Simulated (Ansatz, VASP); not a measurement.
**BaTiO3: VASP beside Ansatz**

File INCAR:

```
ALGO = Normal
EDIFF = 1E-6
ENCUT = 520
GGA = PE
ISIF = 2
ISMEAR = 0
LASPH = T
LCHARG = F
LREAL = F
LWAVE = F
NBANDS = 51
NELM = 100
PREC = Accurate
SIGMA = 0.1
```

File KPOINTS:

```
k-points
0
Gamma
  4 4 2
```

File POSCAR:

```
BaTiO3
1.0
   -2.8628964670     -1.6528940459     -2.3563485123
    0.0000000000      3.3057880917     -2.3563485123
    5.7257929340     -3.3057880918     -4.7126970246
Ba Ti O
2 2 6
Direct
    0.9949894135      0.9949894135      0.9974947068
    0.9949894135      0.9949894135      0.4974947068
    0.4808322642      0.4808322642      0.7404161321
    0.4808322642      0.4808322642      0.2404161321
    0.5116342274      0.0222098174      0.7558171137
    0.5116342274      0.0222098174      0.2558171137
    0.5116342274      0.5116342274      0.5111049087
    0.5116342274      0.5116342274      0.0111049087
    0.0222098174      0.5116342274      0.7558171137
    0.0222098174      0.5116342274      0.2558171137
```

Input for Ansatz:

```yaml
crystal:
  lattice:
    - [-2.862896467, -1.6528940459, -2.3563485123]
    - [0.0, 3.3057880917, -2.3563485123]
    - [5.725792934, -3.3057880918, -4.7126970246]
  atoms:
    - { symbol: Ba, position: [0.9949894135, 0.9949894135, 0.9974947068] }
    - { symbol: Ba, position: [0.9949894135, 0.9949894135, 0.4974947068] }
    - { symbol: Ti, position: [0.4808322642, 0.4808322642, 0.7404161321] }
    - { symbol: Ti, position: [0.4808322642, 0.4808322642, 0.2404161321] }
    - { symbol: O, position: [0.5116342274, 0.0222098174, 0.7558171137] }
    - { symbol: O, position: [0.5116342274, 0.0222098174, 0.2558171137] }
    - { symbol: O, position: [0.5116342274, 0.5116342274, 0.5111049087] }
    - { symbol: O, position: [0.5116342274, 0.5116342274, 0.0111049087] }
    - { symbol: O, position: [0.0222098174, 0.5116342274, 0.7558171137] }
    - { symbol: O, position: [0.0222098174, 0.5116342274, 0.2558171137] }
basis:
  ecutwfc: 420
kpoints:
  mp_grid: { grid: [4, 4, 2] }
hamiltonian:
  xc: pbe
scf:
  occupations: { method: gaussian, width: 0.1 }
  lower_state_search: "off"
output:
  forces: true
  stress: true
  eigenvalues: true
```

Alike in both runs: task single point; functional PBE; k mesh 4 × 4 × 2; occupations gaussian, width 0.1 eV; no spin polarisation.

|  | VASP | Ansatz |
| --- | --- | --- |
| version | VASP 6.6.1 | Ansatz 0.2.0 |
| potentials or method | VASP PAW PBE potentials, release 64 (Ba_sv, Ti_sv, O), cutoff 520 eV | scalar-relativistic, plane waves, PAW |
| valence electrons in the cell | 80 | 80 |

|  | VASP | Ansatz | Ansatz less VASP |
| --- | --- | --- | --- |
| gap on the k mesh at the Fermi level (eV) | 2.58 | 2.63 | +0.044 |
| least direct gap on the mesh (eV) | 2.83 | 2.83 | -0.002 |
| pressure (GPa) | 1.6 | 0.0 | -1.56 |
| traceless stress, the component that is largest in VASP (GPa) | -0.09 | -0.02 | +0.068 |
| rms of the force components (eV/Å) | 0.028 | 0.012 | -0.0159 |

Atom by atom the forces differ by 0.036 eV/Å (rms over components). The functional is the same, so the differences come from potentials, cutoffs and numerics.

Spin-orbit coupling is off throughout.
